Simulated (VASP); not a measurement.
# Ca (Fm-3m) in VASP: settings compared

Ca is run at these levels: LDA, r2SCAN; tasks: single point.

Program: VASP 6.6.1. These are calculated values, not measurements. Logs are shortened: lines on timing, memory, paths and dates and some standing lists are left out, and cuts for length are marked.

### 1 The cell of the first run

The structure is cubic, space group Fm-3m (No. 225). The conventional cell has a = 5.588 Å, b = 5.588 Å, c = 5.588 Å, α = 90.00°, β = 90.00°, γ = 90.00°. Within 5.2 Å of Ca (site symmetry m-3m) lie 12 Ca at 3.95 Å.

### 2 Single point, LDA

Input file INCAR:

```
SYSTEM = Ca
  ALGO = Normal
  EDIFF = 1E-6
  ENCUT = 500
  GGA = CA
  GGA_COMPAT = .False.
  ISIF = 2
  ISMEAR = -1
  LASPH = .True.
  LCHARG = .False.
  LREAL = .False.
  LWAVE = .False.
  NBANDS = 11
  NELM = 120
  PREC = Accurate
  SIGMA = 0.05
```

Input file KPOINTS:

```
k-points
0
Gamma
  11 11 11
  0 0 0
```

Input file POSCAR:

```
Ca
1.0
    0.0000000000      2.7942000000      2.7942000000
    2.7942000000      0.0000000000      2.7942000000
    2.7942000000      2.7942000000      0.0000000000
Ca
1
Direct
    0.0000000000      0.0000000000      0.0000000000
```

Potentials or basis: VASP PAW LDA potentials, release 64 (Ca_sv).

Command:

```bash
$ cat potpaw_LDA.64/Ca_sv/POTCAR > POTCAR
$ mpirun -np 1 vasp_std > vasp.out
```

OUTCAR:

```text
SYSTEM = Ca
   EDIFF = 1E-6
   ENCUT = 500
   GGA = CA
   ISIF = 2
   ISMEAR = -1
   LASPH = .True.
   LREAL = .False.
   NELM = 120
   PREC = Accurate

 ion  position               nearest neighbor table
   1  0.000  0.000  0.000-

  LATTYP: Found a face centered cubic cell.
 ALAT       =     5.5884000000

  Lattice vectors:

 A1 = (   0.0000000000,   2.7942000000,   2.7942000000)
 A2 = (   2.7942000000,   0.0000000000,   2.7942000000)
 A3 = (   2.7942000000,   2.7942000000,   0.0000000000)

Analysis of symmetry for initial positions (statically):
=====================================================================
 Subroutine PRICEL returns:
 Original cell was already a primitive cell.

 Routine SETGRP: Setting up the symmetry group for a
 face centered cubic supercell.

 Subroutine GETGRP returns: Found 48 space group operations
 (whereof 48 operations were pure point group operations)
 out of a pool of 48 trial point group operations.

The static configuration has the point symmetry O_h .

Analysis of symmetry for dynamics (positions and initial velocities):
=====================================================================
 Subroutine PRICEL returns:
 Original cell was already a primitive cell.

 Routine SETGRP: Setting up the symmetry group for a
 face centered cubic supercell.

 Subroutine GETGRP returns: Found 48 space group operations
 (whereof 48 operations were pure point group operations)
 out of a pool of 48 trial point group operations.

The dynamic configuration has the point symmetry O_h .

 Subroutine INISYM returns: Found 48 space group operations
 (whereof 48 operations are pure point group operations),
 and found     1 'primitive' translations

----------------------------------------------------------------------------------------

                                     Primitive cell

  volume of cell :      43.6317

  direct lattice vectors                    reciprocal lattice vectors
     0.000000000  2.794200000  2.794200000    -0.178942094  0.178942094  0.178942094
     2.794200000  0.000000000  2.794200000     0.178942094 -0.178942094  0.178942094
     2.794200000  2.794200000  0.000000000     0.178942094  0.178942094 -0.178942094

  length of vectors
     3.951595536  3.951595536  3.951595536     0.309936799  0.309936799  0.309936799

  position of ions in fractional coordinates (direct lattice)
     0.000000000  0.000000000  0.000000000

  ion indices of the primitive-cell ions
   primitive index   ion index
                 1           1

----------------------------------------------------------------------------------------

 KPOINTS: k-points

Automatic generation of k-mesh.
 Grid dimensions read from file:
 generate k-points for:   11   11   11

 Generating k-lattice:

  Cartesian coordinates                     Fractional coordinates (reciprocal lattice)
    -0.016267463  0.016267463  0.016267463     0.090909091  0.000000000  0.000000000
     0.016267463 -0.016267463  0.016267463     0.000000000  0.090909091  0.000000000
     0.016267463  0.016267463 -0.016267463     0.000000000  0.000000000  0.090909091

  Length of vectors
     0.028176073  0.028176073  0.028176073

  Shift w.r.t. Gamma in fractional coordinates (k-lattice)
     0.000000000  0.000000000  0.000000000

 Subroutine IBZKPT returns following result:
 ===========================================

 Found     56 irreducible k-points:

 Following reciprocal coordinates:
            Coordinates               Weight
  0.000000  0.000000  0.000000      1.000000
  0.090909  0.000000  0.000000      8.000000
  0.181818  0.000000  0.000000      8.000000
  0.272727  0.000000  0.000000      8.000000
  0.363636  0.000000  0.000000      8.000000
  0.454545  0.000000  0.000000      8.000000
[... 16 lines left out ...]
 -0.272727  0.181818  0.000000     24.000000
 -0.181818  0.181818  0.000000     12.000000
 [... further k-points ...]
   k-points           NKPTS =     56   k-points in BZ     NKDIM =     56   number of bands    NBANDS=     11
   number of dos      NEDOS =    301   number of ions     NIONS =      1
   total plane-waves  NPLWV =  27000
   dimension x,y,z NGX =    30 NGY =   30 NGZ =   30
   dimension x,y,z NGXF=    60 NGYF=   60 NGZF=   60
   ions per type =               1
   NGX,Y,Z   is equivalent  to a cutoff of  12.62, 12.62, 12.62 a.u.
   NGXF,Y,Z  is equivalent  to a cutoff of  25.24, 25.24, 25.24 a.u.
 SYSTEM =  Ca
   PREC   = accura    normal or accurate (medium, high low for compatibility)
   ISTART =      0    job   : 0-new  1-cont  2-samecut
   ICHARG =      2    charge: 1-file 2-atom 10-const
   ISPIN  =      1    spin polarized calculation?
   LNONCOLLINEAR =      F non collinear calculations
   LSORBIT =      F    spin-orbit coupling
   LASPH  =      T    aspherical Exc in radial PAW
   ENCUT  =  500.0 eV  36.75 Ry    6.06 a.u.   7.20  7.20  7.20*2*pi/ulx,y,z
   NELM   =    120;   NELMIN=  2; NELMDL= -5     # of ELM steps
   EDIFF  = 0.1E-05   stopping-criterion for ELM
   LREAL  =      F    real-space projection
   EDIFFG = 0.1E-04   stopping-criterion for IOM
   NSW    =      0    number of steps for IOM
   IBRION =     -1    ionic relax: 0-MD 1-quasi-New 2-CG
   NFREE  =      0    steps in history (QN), initial steepest desc. (CG)
   ISIF   =      2    stress and relaxation
   ISYM   =      2    0-nonsym 1-usesym 2-fastsym
   POTIM  = 0.5000    time-step for ionic-motion
   TEBEG  =    0.0;   TEEND  =   0.0 temperature during run
   PSTRESS=    0.0 pullay stress
   NELECT =      10.0000    total number of electrons
   NUPDOWN=      -1.0000    fix difference up-down
   EMIN   =  10.00;   EMAX   =-10.00  energy-range for DOS
   EFERMI =   0.00;   METHOD = LEGACY
   ISMEAR =    -1;   SIGMA  =   0.05  broadening in eV -4-tet -1-fermi 0-gaus
   EFERMI_NEDOS =   21; number of points for ismear=-14 and -15
   IALGO  =     38    algorithm
   IMIX   =      4    mixing-type and parameters
     AMIX     =   0.40;   BMIX     =  1.00
     AMIX_MAG =   1.60;   BMIX_MAG =  1.00
  volume/ion in A,a.u.               =      43.63       294.44
  Fermi-wavevector in a.u.,A,eV,Ry     =   1.001861  1.893242 13.656506  1.003725
  Thomas-Fermi vector in A             =   2.134310
   LORBIT       =      0    0 simple, 1 ext, 2 COOP (PROOUT), +10 PAW based schemes
   GGA     = CA    functional components
   LHFCALC =     F    Hartree Fock is set to
   AEXX    =    0.0000 exact exchange contribution
   IVDW    =     0    specifies the selected vdW correction
   LEPSILON=     F    determine dielectric tensor
   LRPA    =     F    only Hartree local field effects (RPA)
 non-spin polarized calculation
  energy-cutoff  :      500.00
  volume of cell :       43.63
 maximum number of plane-waves:      1129
 NGX is ok and might be reduce to    30
   NGX = 15   NGY = 15   NGZ = 15

 number of electron      10.0000000 magnetization

 number of electron       9.9999997 magnetization

 Free energy of the ion-electron system (eV)
  ---------------------------------------------------
  ext. energy  EPLUGINS =         0.00000000
  ---------------------------------------------------
  free energy    TOTEN  =        -2.17151829 eV

  energy without entropy =       -2.16016281  energy(sigma->0) =       -2.16584055

 E-fermi :   1.6560     XC(G=0):  -7.8572

 val. band max:        1.5968328961   @ k =  -0.4545   0.1818   0.0000
 cond. band min:       1.6704036265   @ k =  -0.3636   0.3636   0.0909
 fundamental gap:      0.0735707303
 Fermi energy:         1.6559808581

 k-point     1 :       0.0000    0.0000    0.0000
  band No.  band energies     occupation
      1     -39.9906      2.00000
      2     -21.2033      2.00000
      3     -21.2033      2.00000
      4     -21.2033      2.00000
      5      -2.3062      2.00000
      6       3.8190      0.00000
      7       3.8190      0.00000
      8       3.8190      0.00000
      9       4.8398      0.00000
     10       4.8398      0.00000
     11      10.7216      0.00000

 k-point     2 :       0.0909    0.0000    0.0000
  band No.  band energies     occupation
      1     -39.9897      2.00000
      2     -21.2136      2.00000
      3     -21.2047      2.00000
      4     -21.2047      2.00000
      5      -2.1683      2.00000
      6       3.6811      0.00000
      7       3.8699      0.00000
      8       3.8699      0.00000
      9       4.7986      0.00000
     10       4.7986      0.00000
     11      10.8495      0.00000

 k-point     3 :       0.1818    0.0000    0.0000
  band No.  band energies     occupation
      1     -39.9870      2.00000
      2     -21.2410      2.00000
      3     -21.2085      2.00000
      4     -21.2085      2.00000
      5      -1.7654      2.00000
      6       3.3253      0.00000
      7       3.9586      0.00000
      8       3.9586      0.00000
      9       4.7615      0.00000
     10       4.7615      0.00000
     11       9.8732      0.00000

 k-point     4 :       0.2727    0.0000    0.0000
  band No.  band energies     occupation
      1     -39.9835      2.00000
      2     -21.2766      2.00000
      3     -21.2135      2.00000
      4     -21.2135      2.00000
      5      -1.1330      2.00000
      6       2.8488      0.00000
      7       3.9321      0.00000
      8       3.9321      0.00000
      9       4.9162      0.00000
     10       4.9162      0.00000
     11       8.4398      0.00000
[... 239 lines left out ...]
 k-point    22 :      -0.3636    0.1818    0.0000
  band No.  band energies     occupation
      1     -39.9773      2.00000
      2     -21.3119      2.00000
      3     -21.2484      2.00000
      4     -21.2241      2.00000
      5       0.6150      2.00000
      6       2.0072      0.00178
      7       3.1971      0.00000
      8       4.0460      0.00000
      9       5.1467      0.00000
     10       5.7600      0.00000
     11       6.7526      0.00000

 k-point    23 :      -0.2727    0.1818    0.0000
  band No.  band energies     occupation
      1     -39.9794      2.00000
      2     -21.2946      2.00000
      3     -21.2443      2.00000
      4     -21.2181      2.00000
      5      -0.1943      2.00000
      6       2.5467      0.00000
      7       3.3086      0.00000
      8       4.1408      0.00000
      9       4.7347      0.00000
     10       5.6210      0.00000
     11       7.7057      0.00000

 k-point    24 :      -0.1818    0.1818    0.0000
  band No.  band energies     occupation
      1     -39.9824      2.00000
      2     -21.2734      2.00000
      3     -21.2330      2.00000
      4     -21.2124      2.00000
      5      -0.9206      2.00000
      6       2.8871      0.00000
      7       3.6027      0.00000
      8       4.3089      0.00000
      9       4.3623      0.00000
     10       5.3078      0.00000
     11       8.8335      0.00000

 [... further k-points ...]

------------------------ aborting loop because EDIFF is reached ----------------------------------------

  FORCE on cell =-STRESS in cart. coord.  units (eV):
  Direction    XX          YY          ZZ          XY          YZ          ZX
  --------------------------------------------------------------------------------------
  -------------------------------------------------------------------------------------
  Total       -0.5852240     -0.5852240     -0.5852240      0.0000000     -0.0000000     -0.0000000
  in kB      -21.4896945    -21.4896945    -21.4896945      0.0000000     -0.0000000     -0.0000000
  external PRESSURE =     -21.4896945 kB  Pullay stress =       0.0000000 kB

 VOLUME and BASIS-vectors are now :
 -----------------------------------------------------------------------------
  energy-cutoff  :      500.00
  volume of cell :       43.63
      direct lattice vectors                 reciprocal lattice vectors
     0.000000000  2.794200000  2.794200000    -0.178942094  0.178942094  0.178942094
     2.794200000  0.000000000  2.794200000     0.178942094 -0.178942094  0.178942094
     2.794200000  2.794200000  0.000000000     0.178942094  0.178942094 -0.178942094

 POSITION                                       TOTAL-FORCE (eV/Angst)
 -----------------------------------------------------------------------------------
      0.00000      0.00000      0.00000         0.000000      0.000000      0.000000
 -----------------------------------------------------------------------------------
    total drift:                               -0.000000     -0.000000     -0.000000

  FREE ENERGIE OF THE ION-ELECTRON SYSTEM (eV)
  ---------------------------------------------------
  free  energy   TOTEN  =        -2.1715182898 eV

  energy  without entropy=       -2.1601628147  energy(sigma->0) =       -2.16584055
```

Run time: 30 s. Hardware: 1 thread of AMD EPYC 7R43 (Zen 3), shared host; peak memory 0.12 GiB.

What came out:

- Free energy: -2.1715 eV
- Pressure: -2.1 GPa
- Band gap on the k mesh: zero (bands 5 and 6 overlap by 0.24 eV)

[end of part 1 of 2]
